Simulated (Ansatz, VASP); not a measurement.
**Sn3Te: VASP beside Ansatz**

File INCAR:

```
PREC = Accurate ; ENCUT = 520
EDIFF = 1E-7 ; ISMEAR = -1
SIGMA = 0.05 ; LREAL = F
LASPH = T ; NELM = 80
ALGO = Normal ; ISIF = 2
LWAVE = F ; LCHARG = F
GGA = PE ; NBANDS = 32
```

The input KPOINTS:

```
regular mesh
0
Gamma
  5 5 5
```

File POSCAR:

```
Sn3Te
1.0
   -2.3009040000      2.3009040000      5.5164940000
    2.3009040000     -2.3009040000      5.5164940000
    2.3009040000      2.3009040000     -5.5164940000
Te Sn
1 3
Direct
    0.0000000000      0.0000000000      0.0000000000
    0.5000000000      0.5000000000      0.0000000000
    0.2500000000      0.7500000000      0.5000000000
    0.7500000000      0.2500000000      0.5000000000
```

input.yaml

```yaml
crystal:
  lattice:
    - [-2.300904, 2.300904, 5.516494]
    - [2.300904, -2.300904, 5.516494]
    - [2.300904, 2.300904, -5.516494]
  atoms:
    - { symbol: Te, position: [0.0, 0.0, 0.0] }
    - { symbol: Sn, position: [0.5, 0.5, 0.0] }
    - { symbol: Sn, position: [0.25, 0.75, 0.5] }
    - { symbol: Sn, position: [0.75, 0.25, 0.5] }
hamiltonian:
  xc: pbe
  pseudopotentials: { kind: paw }
kpoints:
  mp_grid: { grid: [5, 5, 5] }
scf:
  occupations: { method: fermi_dirac, width: 0.05 }
  n_extra_bands: 10
output:
  forces: true
  stress: true
  eigenvalues: true
  dos: { projected: true, de: 0.05, nscf_kmesh: { grid: [8, 8, 8] } }
  write_density: true
  write_potential: true
  elf: true
  volumetric_format: npy
```

Alike in both runs: functional PBE; k mesh 5 × 5 × 5; occupations fermi-dirac, width 0.05 eV; no spin polarisation.

```csv
,VASP,Ansatz
version,VASP 6.6.1,Ansatz 0.2.0
potentials or method,"VASP PAW PBE potentials, release 64 (Te, Sn_d)",Ansatz PAW
plane-wave cutoff (eV),520,420
valence electrons in the cell,48,58
task,single point,projected density of states
```

|  | VASP | Ansatz | Ansatz less VASP |
| --- | --- | --- | --- |
| gap on the k mesh at the Fermi level (eV) | none | none | - |
| pressure (GPa) | -0.6 | -0.6 | +0.05 |
| traceless stress, the component that is largest in VASP (GPa) | -0.05 | -0.05 | +0.002 |

A gap of «none» marks a metal or a gap that the smearing closes. The functional is the same, so the differences come from potentials, cutoffs and numerics. VASP's potentials hold 48 valence electrons a cell and Ansatz's 58, so a difference there can come from the potentials and not from the codes.

The k mesh is coarse, so the values compare programs but aren't converged. Spin-orbit coupling is off throughout.
